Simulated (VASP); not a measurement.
Set up this calculation in VASP 6.6.1, as the native input.

| Property | Result |
| --- | --- |
| Task | single point |
| Functional | PBEsol |
| Potentials or basis | VASP PAW PBE potentials, release 64 (W_sv, C) |
| Cutoff | 520 eV |
| k mesh | 10 × 10 × 9 |
| Occupations | methfessel-paxton, width 0.1 eV |
| Spin | no spin polarisation |
| Hubbard terms | W d U = 3.5 eV |
| Dipole correction | no |
| Further INCAR settings | ALGO = Normal; EDIFF = 1e-06; NBANDS = 16 |

The structure of WC (Qusongite) lies in POSCAR:

```
WC
1.0
    2.9065000000      0.0000000000      0.0000000000
   -1.4532500000      2.5171028361      0.0000000000
    0.0000000000      0.0000000000      2.8366000000
W C
1 1
Direct
    0.0000000000      0.0000000000      0.0000000000
    0.6666666667      0.3333333333      0.5000000000
```

One way to write it, as run:

INCAR

```
SYSTEM = WC
PREC = Accurate
ENCUT = 520
EDIFF = 1E-6
ISMEAR = 1
SIGMA = 0.1
LREAL = .False.
LASPH = .True.
NELM = 150
ALGO = Normal
ISIF = 2
LWAVE = .False.
LCHARG = .False.
LMAXMIX = 4
LDAU = .True.
LDAUTYPE = 2
LDAUL = 2 -1
LDAUU = 3.5 0
LDAUJ = 0 0
LDAUPRINT = 1
GGA = PS
NBANDS = 16
```

KPOINTS

```
regular mesh
0
Gamma
  10 10 9
  0 0 0
```

Potentials or basis: VASP PAW PBE potentials, release 64 (W_sv, C).

Run with:

```sh
$ cat potpaw_PBE.64/W_sv/POTCAR potpaw_PBE.64/C/POTCAR > POTCAR
$ mpirun -np 1 vasp_std > vasp.out
```

It gave:

| Item | Value |
| --- | --- |
| Pressure | 5.4 GPa |
| Band gap on the k mesh | zero (band 9 reaches 11.81 eV, above the bottom of band 10 at 10.73 eV) |

Caveat: the PAW data sets were made with another functional, which shifts forces and pressure a little; spin-orbit coupling is left out, which moves the levels of the heavy elements; U without spin polarisation on a metal has little footing; the U is typed as a test and isn't derived for this compound.

Wall time 10 s on 1 thread of Intel Xeon 6975P-C, on a shared host, peak memory 0.16 GiB.
